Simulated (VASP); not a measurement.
A run of VASP 6.6.1:

INCAR

```
SYSTEM = W
ALGO = Normal ; EDIFF = 1E-7
ENCUT = 520 ; GGA = RE
ISIF = 2 ; ISMEAR = -1
IVDW = 12 ; LASPH = .True.
LCHARG = .False. ; LREAL = .False.
LWAVE = .False. ; NBANDS = 13
NELM = 80 ; PREC = Accurate
SIGMA = 0.05
```

KPOINTS

```
k-points
0
Gamma
  11 11 11
  0 0 0
```

POSCAR

```
W
1.0
    0.0000000000      1.9967293365      1.9967293365
    1.9967293365      0.0000000000      1.9967293365
    1.9967293365      1.9967293365      0.0000000000
W
1
Direct
    0.0000000000      0.0000000000      0.0000000000
```

Potentials or basis: VASP PAW PBE potentials, release 64 (W_sv).

The run is started by

```bash
$ cat potpaw_PBE.64/W_sv/POTCAR > POTCAR
$ mpirun -np 1 vasp_std > vasp.out
```

Hardware: 1 thread of Intel(R) Xeon(R) 6975P-C (Granite Rapids), on a shared host.

Problem. Estimate the wall time of this run.

Solution. It took 5.6 s on 1 thread of Intel(R) Xeon(R) 6975P-C (Granite Rapids), on a shared host, peak memory 0.15 GiB. Counts: scf iterations 13, k points 56.
